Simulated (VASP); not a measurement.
# CaO in VASP: notebook, part 3 of 3

VASP 6.6.1. Earlier steps stand in the parts before.

### Step 6. Single point, r2SCAN

This run uses another cell than the first one, of 13.94 Å³/atom, 1.176 times its volume.

POSCAR

```
CaO
1.0
    0.0000000000      2.4065000000      2.4065000000
    2.4065000000      0.0000000000      2.4065000000
    2.4065000000      2.4065000000      0.0000000000
Ca O
1 1
Direct
   -0.0165101244      0.0079143310     -0.0011574510
    0.5000000000      0.5000000000      0.5000000000
```

INCAR.step1

```
SYSTEM = CaO
PREC = Accurate ; ENCUT = 520
ISMEAR = 0 ; SIGMA = 0.05
LREAL = .FALSE. ; LASPH = .TRUE.
NELM = 80 ; NBANDS = 15
GGA = PE ; ALGO = Normal
EDIFF = 1E-4 ; LWAVE = .TRUE.
LCHARG = .FALSE.
```

INCAR.step2

```
SYSTEM = CaO
PREC = Accurate ; ENCUT = 520
EDIFF = 1E-6 ; ISMEAR = 0
SIGMA = 0.05 ; LREAL = .FALSE.
LASPH = .TRUE. ; NELM = 80
ALGO = Normal ; ISIF = 2
LWAVE = .FALSE. ; LCHARG = .FALSE.
METAGGA = R2SCAN ; LMIXTAU = .TRUE.
NBANDS = 15 ; ISTART = 1
```

KPOINTS

```
regular mesh
0
G
  10 10 10
  0 0 0
```

Potentials or basis: VASP PAW PBE potentials, release 64 (Ca_sv, O).

Run with:

```bash
cat potpaw_PBE.64/Ca_sv/POTCAR potpaw_PBE.64/O/POTCAR > POTCAR
cp INCAR.step1 INCAR
mpirun -np 1 vasp_std > vasp.out
cp INCAR.step2 INCAR
mpirun -np 1 vasp_std > vasp.out
```

OUTCAR:

```text
SYSTEM = CaO
   PREC = Accurate
   ENCUT = 520
   EDIFF = 1E-6
   ISMEAR = 0
   LREAL = .FALSE.
   LASPH = .TRUE.
   NELM = 80
   ISIF = 2
   METAGGA = R2SCAN
   ISTART = 1

 ion  position               nearest neighbor table
   1  0.983  0.008  0.999-   2 2.36   2 2.39   2 2.39   2 2.42   2 2.43   2 2.45
   2  0.500  0.500  0.500-   1 2.36   1 2.39   1 2.39   1 2.42   1 2.43   1 2.45

  LATTYP: Found a face centered cubic cell.
 ALAT       =     4.8130000000

  Lattice vectors:

 A1 = (   0.0000000000,   2.4065000000,   2.4065000000)
 A2 = (   2.4065000000,   0.0000000000,   2.4065000000)
 A3 = (   2.4065000000,   2.4065000000,   0.0000000000)

Analysis of symmetry for initial positions (statically):
=====================================================================
 Subroutine PRICEL returns:
 Original cell was already a primitive cell.

 Routine SETGRP: Setting up the symmetry group for a
 face centered cubic supercell.

 Subroutine GETGRP returns: Found  1 space group operations
 (whereof  1 operations were pure point group operations)
 out of a pool of 48 trial point group operations.

The static configuration has the point symmetry C_1 .

Analysis of symmetry for dynamics (positions and initial velocities):
=====================================================================
 Subroutine PRICEL returns:
 Original cell was already a primitive cell.

 Routine SETGRP: Setting up the symmetry group for a
 face centered cubic supercell.

 Subroutine GETGRP returns: Found  1 space group operations
 (whereof  1 operations were pure point group operations)
 out of a pool of 48 trial point group operations.

The dynamic configuration has the point symmetry C_1 .

 Subroutine INISYM returns: Found  1 space group operations
 (whereof  1 operations are pure point group operations),
 and found     1 'primitive' translations

----------------------------------------------------------------------------------------

                                     Primitive cell

  volume of cell :      27.8732

  direct lattice vectors                    reciprocal lattice vectors
     0.000000000  2.406500000  2.406500000    -0.207770621  0.207770621  0.207770621
     2.406500000  0.000000000  2.406500000     0.207770621 -0.207770621  0.207770621
     2.406500000  2.406500000  0.000000000     0.207770621  0.207770621 -0.207770621

  length of vectors
     3.403304938  3.403304938  3.403304938     0.359869272  0.359869272  0.359869272

  position of ions in fractional coordinates (direct lattice)
     0.983489876  0.007914331  0.998842549
     0.500000000  0.500000000  0.500000000

  ion indices of the primitive-cell ions
   primitive index   ion index
                 1           1
                 2           2

----------------------------------------------------------------------------------------

 KPOINTS: regular mesh

Automatic generation of k-mesh.
 Grid dimensions read from file:
 generate k-points for:   10   10   10

 Generating k-lattice:

  Cartesian coordinates                     Fractional coordinates (reciprocal lattice)
    -0.020777062  0.020777062  0.020777062     0.100000000  0.000000000  0.000000000
     0.020777062 -0.020777062  0.020777062     0.000000000  0.100000000  0.000000000
     0.020777062  0.020777062 -0.020777062     0.000000000  0.000000000  0.100000000

  Length of vectors
     0.035986927  0.035986927  0.035986927

  Shift w.r.t. Gamma in fractional coordinates (k-lattice)
     0.000000000  0.000000000  0.000000000

 Subroutine IBZKPT returns following result:
 ===========================================

 Found    504 irreducible k-points:

 Following reciprocal coordinates:
            Coordinates               Weight
  0.000000  0.000000  0.000000      1.000000
  0.100000  0.000000  0.000000      2.000000
  0.000000  0.100000  0.000000      2.000000
  0.000000  0.000000  0.100000      2.000000
  0.100000  0.100000  0.100000      2.000000
  0.200000  0.000000  0.000000      2.000000
[... 16 lines left out ...]
  0.000000  0.100000  0.100000      2.000000
  0.100000  0.000000  0.100000      2.000000
 [... further k-points ...]
   k-points           NKPTS =    504   k-points in BZ     NKDIM =    504   number of bands    NBANDS=     15
   number of dos      NEDOS =    301   number of ions     NIONS =      2
   total plane-waves  NPLWV =  21952
   dimension x,y,z NGX =    28 NGY =   28 NGZ =   28
   dimension x,y,z NGXF=    56 NGYF=   56 NGZF=   56
   ions per type =               1   1
   NGX,Y,Z   is equivalent  to a cutoff of  13.68, 13.68, 13.68 a.u.
   NGXF,Y,Z  is equivalent  to a cutoff of  27.36, 27.36, 27.36 a.u.
 SYSTEM =  CaO
   PREC   = accura    normal or accurate (medium, high low for compatibility)
   ISTART =      1    job   : 0-new  1-cont  2-samecut
   ICHARG =      0    charge: 1-file 2-atom 10-const
   ISPIN  =      1    spin polarized calculation?
   LNONCOLLINEAR =      F non collinear calculations
   LSORBIT =      F    spin-orbit coupling
   LASPH  =      T    aspherical Exc in radial PAW
   ENCUT  =  520.0 eV  38.22 Ry    6.18 a.u.   6.33  6.33  6.33*2*pi/ulx,y,z
   NELM   =     80;   NELMIN=  2; NELMDL=  0     # of ELM steps
   EDIFF  = 0.1E-05   stopping-criterion for ELM
   LREAL  =      F    real-space projection
   EDIFFG = 0.1E-04   stopping-criterion for IOM
   NSW    =      0    number of steps for IOM
   IBRION =     -1    ionic relax: 0-MD 1-quasi-New 2-CG
   NFREE  =      0    steps in history (QN), initial steepest desc. (CG)
   ISIF   =      2    stress and relaxation
   ISYM   =      2    0-nonsym 1-usesym 2-fastsym
   POTIM  = 0.5000    time-step for ionic-motion
   TEBEG  =    0.0;   TEEND  =   0.0 temperature during run
   PSTRESS=    0.0 pullay stress
   NELECT =      16.0000    total number of electrons
   NUPDOWN=      -1.0000    fix difference up-down
   EMIN   =  10.00;   EMAX   =-10.00  energy-range for DOS
   EFERMI =   0.00;   METHOD = LEGACY
   ISMEAR =     0;   SIGMA  =   0.05  broadening in eV -4-tet -1-fermi 0-gaus
   EFERMI_NEDOS =   21; number of points for ismear=-14 and -15
   IALGO  =     38    algorithm
   IMIX   =      4    mixing-type and parameters
     AMIX     =   0.40;   BMIX     =  1.00
     AMIX_MAG =   1.60;   BMIX_MAG =  1.00
  volume/ion in A,a.u.               =      13.94        94.05
  Fermi-wavevector in a.u.,A,eV,Ry     =   1.360564  2.571093 25.186211  1.851134
  Thomas-Fermi vector in A             =   2.487215
   LORBIT       =      0    0 simple, 1 ext, 2 COOP (PROOUT), +10 PAW based schemes
   METAGGA = R2SCAN    functional components
   LHFCALC =     F    Hartree Fock is set to
   AEXX    =    0.0000 exact exchange contribution
   IVDW    =     0    specifies the selected vdW correction
   LEPSILON=     F    determine dielectric tensor
   LRPA    =     F    only Hartree local field effects (RPA)
 non-spin polarized calculation
 Gauss-broadening in eV      SIGMA  =   0.05
  energy-cutoff  :      520.00
  volume of cell :       27.87
 maximum number of plane-waves:       763
 NGX is ok and might be reduce to    28
   NGX = 13   NGY = 13   NGZ = 13

 number of electron      15.9999998 magnetization

 Free energy of the ion-electron system (eV)
  ---------------------------------------------------
  ext. energy  EPLUGINS =         0.00000000
  ---------------------------------------------------
  free energy    TOTEN  =       -19.44983206 eV

  energy without entropy =      -19.44983206  energy(sigma->0) =      -19.44983206

 E-fermi :   2.1814     XC(G=0): -11.0520

 val. band max:        1.9841253143   @ k =   0.0000   0.0000   0.0000
 cond. band min:       6.1883236877   @ k =   0.5000   0.0000   0.5000
 fundamental gap:      4.2041983734
 Fermi energy:         2.1813624129

 k-point     1 :       0.0000    0.0000    0.0000
  band No.  band energies     occupation
      1     -37.0786      2.00000
      2     -16.9769      2.00000
      3     -16.9735      2.00000
      4     -16.9735      2.00000
      5     -14.4721      2.00000
      6       1.9835      2.00000
      7       1.9840      2.00000
      8       1.9841      2.00000
      9       7.3825      0.00000
     10       8.8367      0.00000
     11       8.8441      0.00000
     12       8.8503      0.00000
     13      10.4288      0.00000
     14      10.4389      0.00000
[... 401 lines left out ...]
      2     -17.1455      2.00000
      3     -16.9951      2.00000
      4     -16.9948      2.00000
      5     -14.2717      2.00000
      6       1.4108      2.00000
      7       1.9054      2.00000
      8       1.9063      2.00000
      9       7.9086      0.00000
     10       8.4763      0.00000
     11       9.2243      0.00000
     12       9.2260      0.00000
     13      10.5295      0.00000
     14      10.9827      0.00000
     15      18.2948      0.00000

 [... further k-points ...]
[... 5 lines left out ...]
  --------------------------------------------------------------------------------------
  -------------------------------------------------------------------------------------
  Total       -0.0480574     -0.0034751     -0.0432397      0.0034343     -0.0043827      0.0015366
  in kB       -2.7623766     -0.1997523     -2.4854565      0.1974045     -0.2519206      0.0883235
  external PRESSURE =      -1.8158618 kB  Pullay stress =       0.0000000 kB

 VOLUME and BASIS-vectors are now :
 -----------------------------------------------------------------------------
  energy-cutoff  :      520.00
  volume of cell :       27.87
      direct lattice vectors                 reciprocal lattice vectors
     0.000000000  2.406500000  2.406500000    -0.207770621  0.207770621  0.207770621
     2.406500000  0.000000000  2.406500000     0.207770621 -0.207770621  0.207770621
     2.406500000  2.406500000  0.000000000     0.207770621  0.207770621 -0.207770621

 POSITION                                       TOTAL-FORCE (eV/Angst)
 -----------------------------------------------------------------------------------
      2.42276      4.77048      2.38581        -0.057095      0.151843      0.072800
      2.40650      2.40650      2.40650         0.057095     -0.151843     -0.072800
 -----------------------------------------------------------------------------------
    total drift:                                0.002718      0.001119     -0.002702

  FREE ENERGIE OF THE ION-ELECTRON SYSTEM (eV)
  ---------------------------------------------------
  free  energy   TOTEN  =       -19.4498320629 eV

  energy  without entropy=      -19.4498320628  energy(sigma->0) =      -19.44983206
```

It took 6.2 min on 1 thread of Intel Xeon 6975P-C (Granite Rapids), shared host; peak memory 0.33 GiB.

Results:

* Free energy: -19.4498 eV
* Pressure: -0.2 GPa
* Largest force: 0.178 eV/Å
* Band gap on the k mesh: 4.20 eV, indirect (least direct gap 4.57 eV)

Forces in eV/Å, atoms in the order of the input:
```
Ca  -0.057  0.152  0.073
O    0.057 -0.152 -0.073
```

Levels at points of the mesh, in eV from the valence-band top:
```csv
k point,band 5,band 6,band 7,band 8,band 9,band 10,band 11,band 12
"(0.00, 0.00, 0.00)",-16.46,0.00,0.00,0.00,5.40,6.85,6.86,6.87
"(0.50, 0.00, 0.00)",-15.20,-2.59,-1.18,-1.18,7.69,9.02,9.04,9.21
"(0.00, 0.50, 0.00)",-15.20,-2.59,-1.18,-1.18,7.68,8.97,9.03,9.24
"(0.00, 0.00, 0.50)",-15.20,-2.59,-1.18,-1.18,7.68,8.95,9.03,9.24
"(0.50, 0.50, 0.50)",-15.20,-2.59,-1.18,-1.18,7.68,8.98,9.03,9.23
"(0.50, 0.50, 0.00)",-16.23,-1.29,-0.38,-0.37,4.22,8.73,9.62,10.22
"(0.00, 0.50, 0.50)",-16.23,-1.29,-0.38,-0.37,4.22,8.73,9.62,10.22
"(0.50, 0.00, 0.50)",-16.23,-1.29,-0.37,-0.37,4.20,8.73,9.62,10.22
```

Caveat: the PAW data sets were made with another functional, which shifts forces and pressure a little.
